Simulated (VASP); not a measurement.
Crystal: ZrC.

```
CELL_PARAMETERS angstrom
0.00000 2.36500 2.36500
2.36500 0.00000 2.36500
2.36500 2.36500 0.00000
ATOMIC_POSITIONS crystal
Zr 0.50000 0.50000 0.50000
C 0.00000 0.00000 0.00000
```

```yaml
Program: VASP 6.6.1
Task: relaxation of cell and atoms
Functional: PBEsol
Potentials_or_basis: VASP PAW PBE potentials, release 64 (Zr_sv, C)
Cutoff: 600 eV
k_mesh: 11 × 11 × 11
Occupations: fermi-dirac, width 0.1 eV
Spin: no spin polarisation
```

At the start: pressure -8.2 GPa; volume 13.23 Å³/atom.

Problem. How do energy, volume and symmetry change on relaxing?

Solution. Over 4 steps the energy falls by 12.9 meV/atom and the volume is 12.74 Å³/atom (-3.7 %); space group Fm-3m (No. 225, to 0.1 Å) before and after.

Step by step:
```tsv
step	energy change (eV)	largest force (eV/Å)	pressure (GPa)	volume (Å³)
1	0.0000	0.0000	-8.21	26.46
2	0.0498	0.0000	16.60	23.95
3	-0.0257	0.0000	-0.14	25.50
4	-0.0257	0.0000	0.01	25.48
```

Final structure:
```cif
data_structure
_symmetry_space_group_name_H-M 'P 1'
_symmetry_Int_Tables_number 1
_cell_length_a 3.3030
_cell_length_b 3.3030
_cell_length_c 3.3030
_cell_angle_alpha 60.000
_cell_angle_beta 60.000
_cell_angle_gamma 60.000
_cell_volume 25.48
loop_
_atom_site_label
_atom_site_type_symbol
_atom_site_fract_x
_atom_site_fract_y
_atom_site_fract_z
_atom_site_occupancy
Zr1 Zr 0.50000 0.50000 0.50000 1
C1 C 0.00000 0.00000 0.00000 1
```

Caveat: the PAW data sets were made with another functional, which shifts forces and pressure a little.
